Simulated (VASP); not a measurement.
# Ga4TeO (P4/mmm) in VASP: further runs

The runs below take Ga4TeO through single point, with PBE.

Program: VASP 6.6.1. These are calculated values, not measurements. Logs are shortened: lines on timing, memory, paths and dates and some standing lists are left out, and cuts for length are marked.

### 1 The cell of the first run

The structure is tetragonal, space group P4/mmm (No. 123). The conventional cell has a = 4.435 Å, b = 4.435 Å, c = 7.322 Å, α = 90.00°, β = 90.00°, γ = 90.00°. Within 3.1 Å of Ga (site symmetry 4mm) lie 1 O at 2.37 Å and 1 Ga at 2.59 Å. Ga (site symmetry mmm) has 2 O at 2.22 Å within 2.9 Å. Within 4.5 Å of Te (site symmetry 4/mmm) lie 16 Ga at 3.39 to 4.28 Å and 4 Te at 4.44 Å. Within 2.9 Å of O (site symmetry 4/mmm) lie 6 Ga at 2.22 to 2.37 Å.

The cell was generated, and may not be a known phase.

### 2 Single point, PBE

INCAR reads:

```
  PREC = Accurate
  ENCUT = 520
  EDIFF = 1E-6
  ISMEAR = 0
  SIGMA = 0.1
  LREAL = False
  LASPH = True
  NELM = 100
  ALGO = Fast
  ISIF = 2
  LWAVE = False
  LCHARG = False
  GGA = PE
  NBANDS = 41
```

KPOINTS reads:

```
regular mesh
0
Gamma
  4 4 4
```

POSCAR reads:

```
Ga4TeO
1.0
    4.4352597472      0.0000000000      0.0000000000
    0.0000000000      4.4352597472      0.0000000000
    0.0000000000      0.0000000000      7.3221575177
Ga Te O
4 1 1
Direct
    0.0000000000      0.0000000000      0.6768708887
    0.0000000000      0.0000000000      0.3231291113
    0.5000000000      0.0000000000      0.0000000000
    0.0000000000      0.5000000000      0.0000000000
    0.5000000000      0.5000000000      0.5000000000
    0.0000000000      0.0000000000      0.0000000000
```

Potentials or basis: VASP PAW PBE potentials, release 64 (Ga_d, Te, O).

Launch:

```sh
$ cat potpaw_PBE.64/Ga_d/POTCAR potpaw_PBE.64/Te/POTCAR potpaw_PBE.64/O/POTCAR > POTCAR
$ mpirun -np 1 vasp_std > vasp.out
```

OUTCAR:

```text
PREC = Accurate
   ENCUT = 520
   EDIFF = 1E-6
   ISMEAR = 0
   LREAL = False
   LASPH = True
   NELM = 100
   ISIF = 2
   GGA = PE

 ion  position               nearest neighbor table
   1  0.000  0.000  0.677-   6 2.37   2 2.59
   2  0.000  0.000  0.323-   6 2.37   1 2.59
   3  0.500  0.000  0.000-   6 2.22   6 2.22
   4  0.000  0.500  0.000-   6 2.22   6 2.22
   5  0.500  0.500  0.500-
   6  0.000  0.000  0.000-   3 2.22   4 2.22   4 2.22   3 2.22   1 2.37   2 2.37

  LATTYP: Found a simple tetragonal cell.
 ALAT       =     4.4352597472
 C/A-ratio  =     1.6508971143

  Lattice vectors:

 A1 = (   4.4352597472,   0.0000000000,   0.0000000000)
 A2 = (   0.0000000000,   4.4352597472,   0.0000000000)
 A3 = (   0.0000000000,   0.0000000000,   7.3221575177)

Analysis of symmetry for initial positions (statically):
=====================================================================
 Subroutine PRICEL returns:
 Original cell was already a primitive cell.

 Routine SETGRP: Setting up the symmetry group for a
 simple tetragonal supercell.

 Subroutine GETGRP returns: Found 16 space group operations
 (whereof 16 operations were pure point group operations)
 out of a pool of 16 trial point group operations.

The static configuration has the point symmetry D_4h.

Analysis of symmetry for dynamics (positions and initial velocities):
=====================================================================
 Subroutine PRICEL returns:
 Original cell was already a primitive cell.

 Routine SETGRP: Setting up the symmetry group for a
 simple tetragonal supercell.

 Subroutine GETGRP returns: Found 16 space group operations
 (whereof 16 operations were pure point group operations)
 out of a pool of 16 trial point group operations.

The dynamic configuration has the point symmetry D_4h.

 Subroutine INISYM returns: Found 16 space group operations
 (whereof 16 operations are pure point group operations),
 and found     1 'primitive' translations

----------------------------------------------------------------------------------------

                                     Primitive cell

  volume of cell :     144.0380

  direct lattice vectors                    reciprocal lattice vectors
     4.435259747  0.000000000  0.000000000     0.225465938  0.000000000  0.000000000
     0.000000000  4.435259747  0.000000000     0.000000000  0.225465938  0.000000000
     0.000000000  0.000000000  7.322157518     0.000000000  0.000000000  0.136571768

  length of vectors
     4.435259747  4.435259747  7.322157518     0.225465938  0.225465938  0.136571768

  position of ions in fractional coordinates (direct lattice)
     0.000000000  0.000000000  0.676870889
     0.000000000  0.000000000  0.323129111
     0.500000000  0.000000000  0.000000000
     0.000000000  0.500000000  0.000000000
     0.500000000  0.500000000  0.500000000
     0.000000000  0.000000000  0.000000000

  ion indices of the primitive-cell ions
   primitive index   ion index
                 1           1
                 2           2
                 3           3
                 4           4
                 5           5
                 6           6

----------------------------------------------------------------------------------------

 KPOINTS: regular mesh

Automatic generation of k-mesh.
 Grid dimensions read from file:
 generate k-points for:    4    4    4

 Generating k-lattice:

  Cartesian coordinates                     Fractional coordinates (reciprocal lattice)
     0.056366485  0.000000000  0.000000000     0.250000000  0.000000000  0.000000000
     0.000000000  0.056366485  0.000000000     0.000000000  0.250000000  0.000000000
     0.000000000  0.000000000  0.034142942     0.000000000  0.000000000  0.250000000

  Length of vectors
     0.056366485  0.056366485  0.034142942

  Shift w.r.t. Gamma in fractional coordinates (k-lattice)
     0.000000000  0.000000000  0.000000000

 Subroutine IBZKPT returns following result:
 ===========================================

 Found     18 irreducible k-points:

 Following reciprocal coordinates:
            Coordinates               Weight
  0.000000  0.000000  0.000000      1.000000
  0.250000  0.000000  0.000000      4.000000
  0.500000  0.000000  0.000000      2.000000
  0.250000  0.250000  0.000000      4.000000
  0.500000  0.250000  0.000000      4.000000
  0.500000  0.500000  0.000000      1.000000
[... 10 lines left out ...]
  0.500000  0.250000  0.500000      4.000000
  0.500000  0.500000  0.500000      1.000000
   k-points           NKPTS =     18   k-points in BZ     NKDIM =     18   number of bands    NBANDS=     41
   number of dos      NEDOS =    301   number of ions     NIONS =      6
   total plane-waves  NPLWV =  69984
   dimension x,y,z NGX =    36 NGY =   36 NGZ =   54
   dimension x,y,z NGXF=    72 NGYF=   72 NGZF=  108
   ions per type =               4   1   1
   NGX,Y,Z   is equivalent  to a cutoff of  13.49, 13.49, 12.26 a.u.
   NGXF,Y,Z  is equivalent  to a cutoff of  26.99, 26.99, 24.52 a.u.
 SYSTEM =  unknown system
   PREC   = accura    normal or accurate (medium, high low for compatibility)
   ISTART =      0    job   : 0-new  1-cont  2-samecut
   ICHARG =      2    charge: 1-file 2-atom 10-const
   ISPIN  =      1    spin polarized calculation?
   LNONCOLLINEAR =      F non collinear calculations
   LSORBIT =      F    spin-orbit coupling
   LASPH  =      T    aspherical Exc in radial PAW
   ENCUT  =  520.0 eV  38.22 Ry    6.18 a.u.   8.25  8.25 13.61*2*pi/ulx,y,z
   NELM   =    100;   NELMIN=  2; NELMDL= -5     # of ELM steps
   EDIFF  = 0.1E-05   stopping-criterion for ELM
   LREAL  =      F    real-space projection
   EDIFFG = 0.1E-04   stopping-criterion for IOM
   NSW    =      0    number of steps for IOM
   IBRION =     -1    ionic relax: 0-MD 1-quasi-New 2-CG
   NFREE  =      0    steps in history (QN), initial steepest desc. (CG)
   ISIF   =      2    stress and relaxation
   ISYM   =      2    0-nonsym 1-usesym 2-fastsym
   POTIM  = 0.5000    time-step for ionic-motion
   TEBEG  =    0.0;   TEEND  =   0.0 temperature during run
   PSTRESS=    0.0 pullay stress
   NELECT =      64.0000    total number of electrons
   NUPDOWN=      -1.0000    fix difference up-down
   EMIN   =  10.00;   EMAX   =-10.00  energy-range for DOS
   EFERMI =   0.00;   METHOD = LEGACY
   ISMEAR =     0;   SIGMA  =   0.10  broadening in eV -4-tet -1-fermi 0-gaus
   EFERMI_NEDOS =   21; number of points for ismear=-14 and -15
   IALGO  =     68    algorithm
   IMIX   =      4    mixing-type and parameters
     AMIX     =   0.40;   BMIX     =  1.00
     AMIX_MAG =   1.60;   BMIX_MAG =  1.00
  volume/ion in A,a.u.               =      24.01       162.00
  Fermi-wavevector in a.u.,A,eV,Ry     =   1.249230  2.360703 21.232922  1.560576
  Thomas-Fermi vector in A             =   2.383280
   LORBIT       =      0    0 simple, 1 ext, 2 COOP (PROOUT), +10 PAW based schemes
   GGA     = PE    functional components
   LHFCALC =     F    Hartree Fock is set to
   AEXX    =    0.0000 exact exchange contribution
   IVDW    =     0    specifies the selected vdW correction
   LEPSILON=     F    determine dielectric tensor
   LRPA    =     F    only Hartree local field effects (RPA)
 non-spin polarized calculation
 RMM-DIIS sequential band-by-band and
 Gauss-broadening in eV      SIGMA  =   0.10
  energy-cutoff  :      520.00
  volume of cell :      144.04
 maximum number of plane-waves:      3894
 NGX is ok and might be reduce to    36
   NGX = 17   NGY = 17   NGZ = 27

 number of electron      63.9999966 magnetization

 Free energy of the ion-electron system (eV)
  ---------------------------------------------------
  ext. energy  EPLUGINS =         0.00000000
  ---------------------------------------------------
  free energy    TOTEN  =       -19.69053977 eV

  energy without entropy =      -19.68197713  energy(sigma->0) =      -19.68625845

 E-fermi :   3.7472     XC(G=0):  -9.4685

 val. band max:        3.6861529841   @ k =   0.5000   0.5000   0.0000
 cond. band min:       3.7639219991   @ k =   0.0000   0.0000   0.5000
 fundamental gap:      0.0777690150
 Fermi energy:         3.7471691085

 k-point     1 :       0.0000    0.0000    0.0000
  band No.  band energies     occupation
      1     -15.4061      2.00000
      2     -11.2145      2.00000
      3     -11.2051      2.00000
      4     -11.1758      2.00000
      5     -11.1758      2.00000
      6     -11.1629      2.00000
[... 33 lines left out ...]
     40       8.1052      0.00000
     41       8.2744      0.00000

 k-point     2 :       0.2500    0.0000    0.0000
  band No.  band energies     occupation
      1     -15.3347      2.00000
      2     -11.1921      2.00000
      3     -11.1865      2.00000
      4     -11.1689      2.00000
      5     -11.1674      2.00000
      6     -11.1620      2.00000
[... 33 lines left out ...]
     40       6.9171      0.00000
     41       9.6387      0.00000

 k-point     3 :       0.5000    0.0000    0.0000
  band No.  band energies     occupation
      1     -15.2593      2.00000
      2     -11.1726      2.00000
      3     -11.1635      2.00000
      4     -11.1620      2.00000
      5     -11.1516      2.00000
      6     -11.1516      2.00000
[... 33 lines left out ...]
     40       7.3157      0.00000
     41       9.6859      0.00000

 k-point     4 :       0.2500    0.2500    0.0000
  band No.  band energies     occupation
      1     -15.2615      2.00000
      2     -11.2037      2.00000
      3     -11.1821      2.00000
      4     -11.1643      2.00000
      5     -11.1570      2.00000
      6     -11.1525      2.00000
[... 561 lines left out ...]
     40       8.8935      0.00000
     41      10.3424      0.00000

 k-point    17 :       0.5000    0.2500    0.5000
  band No.  band energies     occupation
      1     -15.1814      2.00000
      2     -11.2378      2.00000
      3     -11.2057      2.00000
      4     -11.1845      2.00000
      5     -11.1755      2.00000
      6     -11.1483      2.00000
[... 33 lines left out ...]
     40       8.8584      0.00000
     41       8.9675      0.00000

 k-point    18 :       0.5000    0.5000    0.5000
  band No.  band energies     occupation
      1     -15.1016      2.00000
      2     -11.2492      2.00000
      3     -11.2296      2.00000
      4     -11.2296      2.00000
      5     -11.1860      2.00000
      6     -11.1453      2.00000
[... 33 lines left out ...]
     40       8.3577      0.00000
     41      10.4915      0.00000

------------------------ aborting loop because EDIFF is reached ----------------------------------------

  FORCE on cell =-STRESS in cart. coord.  units (eV):
  Direction    XX          YY          ZZ          XY          YZ          ZX
  --------------------------------------------------------------------------------------
  -------------------------------------------------------------------------------------
  Total        0.1134094      0.1134094     -0.0605693      0.0000000     -0.0000000      0.0000000
  in kB        1.2614856      1.2614856     -0.6737306      0.0000000     -0.0000000      0.0000000
  external PRESSURE =       0.6164135 kB  Pullay stress =       0.0000000 kB

 VOLUME and BASIS-vectors are now :
 -----------------------------------------------------------------------------
  energy-cutoff  :      520.00
  volume of cell :      144.04
      direct lattice vectors                 reciprocal lattice vectors
     4.435259747  0.000000000  0.000000000     0.225465938  0.000000000  0.000000000
     0.000000000  4.435259747  0.000000000     0.000000000  0.225465938  0.000000000
     0.000000000  0.000000000  7.322157518     0.000000000  0.000000000  0.136571768

 POSITION                                       TOTAL-FORCE (eV/Angst)
 -----------------------------------------------------------------------------------
      0.00000      0.00000      4.95616         0.000000     -0.000000     -0.004670
      0.00000      0.00000      2.36600         0.000000      0.000000      0.004670
      2.21763      0.00000      0.00000         0.000000     -0.000000      0.000000
      0.00000      2.21763      0.00000         0.000000     -0.000000      0.000000
      2.21763      2.21763      3.66108         0.000000     -0.000000      0.000000
      0.00000      0.00000      0.00000         0.000000     -0.000000      0.000000
 -----------------------------------------------------------------------------------
    total drift:                                0.000000      0.000000     -0.000000

  FREE ENERGIE OF THE ION-ELECTRON SYSTEM (eV)
  ---------------------------------------------------
  free  energy   TOTEN  =       -19.6905397727 eV

  energy  without entropy=      -19.6819771262  energy(sigma->0) =      -19.68625845
```

Run time: 3.2 min. Hardware: 1 thread of Oxide Virtual Turin-like, shared host; peak memory 0.27 GiB.

What came out:

```yaml
Free_energy: -19.6905 eV
Pressure: 0.1 GPa
Largest_force: 0.005 eV/Å
Band_gap_on_the_k_mesh: zero (bands 32 and 33 overlap by 1.34 eV)
```

Forces in eV/Å, atoms in the order of the input:
```
Ga   0.000  0.000 -0.005
Ga   0.000  0.000  0.005
Ga   0.000  0.000  0.000
Ga   0.000  0.000  0.000
Te   0.000  0.000  0.000
O    0.000  0.000  0.000
```

Caveat: spin-orbit coupling is left out, which moves the levels of the heavy elements.

### 3 Single point, PBE

This run uses another cell than the first one, of 17.37 Å³/atom.

INCAR reads:

```
SYSTEM = Ga4TeO
PREC = Accurate
ENCUT = 520
EDIFF = 1E-6
ISMEAR = 0
SIGMA = 0.1
LREAL = .FALSE.
LASPH = .TRUE.
NELM = 100
ALGO = Fast
ISIF = 2
LWAVE = .FALSE.
LCHARG = .FALSE.
GGA = PE
NBANDS = 41
```

KPOINTS reads:

```
Automatic mesh
0
G
  4 4 4
  0 0 0
```

POSCAR reads:

```
Ga4TeO
1.0
    3.9170944300      0.0000000000      0.0000000000
    0.0000000000      3.9170944300      0.0000000000
    0.0000000000      0.0000000000      6.7931233000
Ga Te O
4 1 1
Direct
    0.0000000000      0.0000000000      0.7185918700
    0.0000000000      0.0000000000      0.2814081300
    0.5000000000      0.0000000000      0.0000000000
    0.0000000000      0.5000000000      0.0000000000
    0.5000000000      0.5000000000      0.5000000000
    0.0000000000      0.0000000000      0.0000000000
```

Potentials or basis: VASP PAW PBE potentials, release 64 (Ga_d, Te, O).

Launch:

```sh
$ cat potpaw_PBE.64/Ga_d/POTCAR potpaw_PBE.64/Te/POTCAR potpaw_PBE.64/O/POTCAR > POTCAR
$ mpirun -np 1 vasp_std > vasp.out
```

OUTCAR:

```text
SYSTEM = Ga4TeO
   PREC = Accurate
   ENCUT = 520
   EDIFF = 1E-6
   ISMEAR = 0
   LREAL = .FALSE.
   LASPH = .TRUE.
   NELM = 100
   ISIF = 2
   GGA = PE

 ion  position               nearest neighbor table
   1  0.000  0.000  0.719-   6 1.91   4 2.74   3 2.74   4 2.74   3 2.74   5 3.14   5 3.14   5 3.14
                             5 3.14
   2  0.000  0.000  0.281-   6 1.91   4 2.74   3 2.74   4 2.74   3 2.74   5 3.14   5 3.14   5 3.14
                             5 3.14
   3  0.500  0.000  0.000-   6 1.96   6 1.96   1 2.74   1 2.74   2 2.74   2 2.74   4 2.77   4 2.77
                             4 2.77   4 2.77
[... 997 lines left out ...]
  -------------------------------------------------------------------------------------
  Total       17.2782102     17.2782102     14.8041368      0.0000000      0.0000000      0.0000000
  in kB      265.5900229    265.5900229    227.5600880      0.0000000      0.0000000      0.0000000
  external PRESSURE =     252.9133779 kB  Pullay stress =       0.0000000 kB

 VOLUME and BASIS-vectors are now :
 -----------------------------------------------------------------------------
  energy-cutoff  :      520.00
  volume of cell :      104.23
      direct lattice vectors                 reciprocal lattice vectors
     3.917094430  0.000000000  0.000000000     0.255291267  0.000000000  0.000000000
     0.000000000  3.917094430  0.000000000     0.000000000  0.255291267  0.000000000
     0.000000000  0.000000000  6.793123300     0.000000000  0.000000000  0.147207692

 POSITION                                       TOTAL-FORCE (eV/Angst)
 -----------------------------------------------------------------------------------
      0.00000      0.00000      4.88148         0.000000     -0.000000     -4.304720
      0.00000      0.00000      1.91164        -0.000000     -0.000000      4.304720
      1.95855      0.00000      0.00000        -0.000000      0.000000      0.000000
      0.00000      1.95855      0.00000        -0.000000      0.000000      0.000000
      1.95855      1.95855      3.39656        -0.000000      0.000000      0.000000
      0.00000      0.00000      0.00000        -0.000000      0.000000      0.000000
 -----------------------------------------------------------------------------------
    total drift:                                0.000000     -0.000000      0.000000

  FREE ENERGIE OF THE ION-ELECTRON SYSTEM (eV)
  ---------------------------------------------------
  free  energy   TOTEN  =       -16.3439315755 eV

  energy  without entropy=      -16.3128973987  energy(sigma->0) =      -16.32841449
```

stdout:

```text
POSCAR found type information on POSCAR GaTeO
 POSCAR found :  3 types and       6 ions
 scaLAPACK will be used
 LDA part: xc-table for (Slater+PW92), standard interpolation
 POSCAR, INCAR and KPOINTS ok, starting setup
 FFT: planning ... GRIDC
 FFT: planning ... GRID_SOFT
 FFT: planning ... GRID
 WAVECAR not read
 entering main loop
WARNING in EDDRMM: call to ZHEGV failed, returncode =   6  3     36
```

It took 1.9 min on 1 thread of Oxide Virtual Turin-like, shared host; peak memory 0.21 GiB.

Results:

```
Free energy            : -16.3439 eV
Pressure               : 25.3 GPa
Largest force          : 4.305 eV/Å
Band gap on the k mesh : zero (bands 32 and 33 overlap by 3.02 eV)
```

Forces in eV/Å, atoms in the order of the input:
```
Ga   0.000  0.000 -4.305
Ga   0.000  0.000  4.305
Ga   0.000  0.000  0.000
Ga   0.000  0.000  0.000
Te   0.000  0.000  0.000
O    0.000  0.000  0.000
```

Stress tensor (GPa, compression positive):
```
26.56  0.00  0.00
 0.00 26.56  0.00
 0.00  0.00 22.76
```

Levels at points of the mesh, in eV from the Fermi level:
```csv
k point,band 30,band 31,band 32,band 33,band 34,band 35
"(0.00, 0.00, 0.00)",-1.83,-1.59,1.55,2.38,2.38,2.84
"(0.50, 0.00, 0.00)",-1.91,-0.68,0.59,1.25,1.92,2.32
"(0.50, 0.50, 0.00)",-2.20,-2.20,-2.16,-0.91,0.08,0.08
"(0.00, 0.00, 0.50)",-1.93,-1.55,0.00,0.79,2.09,2.09
"(0.50, 0.00, 0.50)",-1.61,-0.61,-0.59,0.98,1.99,2.03
"(0.50, 0.50, 0.50)",-3.22,-1.07,-1.07,-0.86,0.30,0.30
```

Caveat: the k points lie up to 0.40 Å⁻¹ apart, too coarse for converged energies and pressures of a metal; spin-orbit coupling is left out, which moves the levels of the heavy elements; forces of over 1 eV/Å act on the atoms, so gaps and moduli don't describe the material at rest.

The gap in the log of VASP goes by the Fermi energy; the results here count the filled bands.